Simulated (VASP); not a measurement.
Set up this calculation in VASP 6.6.1, as the native input.

| Quantity | Value |
| --- | --- |
| Task | single point |
| Functional | PBE |
| Potentials or basis | VASP PAW PBE potentials, release 64 (Ta_pv, Si) |
| Cutoff | 520 eV |
| k mesh | 6 × 6 × 6 |
| Occupations | gaussian, width 0.1 eV |
| Spin | no spin polarisation |
| Dipole correction | no |
| Further INCAR settings | ALGO = Normal; EDIFF = 1e-07; NBANDS = 16 |

The structure of TaSi2 lies in POSCAR:

```
TaSi2
1.0
    4.4125203022      0.0000000000      0.0000000000
   -2.2062601511      3.8213546764      0.0000000000
    0.0000000000      0.0000000000      2.6482505373
Ta Si
1 2
Direct
    0.0000000000      0.0000000000      0.0000000000
    0.3333333333      0.6666666667      0.5000000000
    0.6666666667      0.3333333333      0.5000000000
```

One way to write it, as run:

INCAR

```
SYSTEM = TaSi2
  PREC = Accurate
  ENCUT = 520
  EDIFF = 1E-7
  ISMEAR = 0
  SIGMA = 0.1
  LREAL = .False.
  LASPH = .True.
  NELM = 60
  ALGO = Normal
  ISIF = 2
  LWAVE = .False.
  LCHARG = .False.
  GGA = PE
  NBANDS = 16
```

KPOINTS

```
Automatic mesh
0
Gamma
  6 6 6
  0 0 0
```

Potentials or basis: VASP PAW PBE potentials, release 64 (Ta_pv, Si).

Run with:

```bash
$ cat potpaw_PBE.64/Ta_pv/POTCAR potpaw_PBE.64/Si/POTCAR > POTCAR
$ mpirun -np 1 vasp_std > vasp.out
```

Results of the run:

```json
{
 "Pressure": "0.1 GPa"
}
```

Caveat: the k points lie up to 0.40 Å⁻¹ apart.

It took 7.7 s on 1 thread of Intel(R) Xeon(R) 6975P-C (Granite Rapids), with other jobs on the host, peak memory 0.17 GiB.
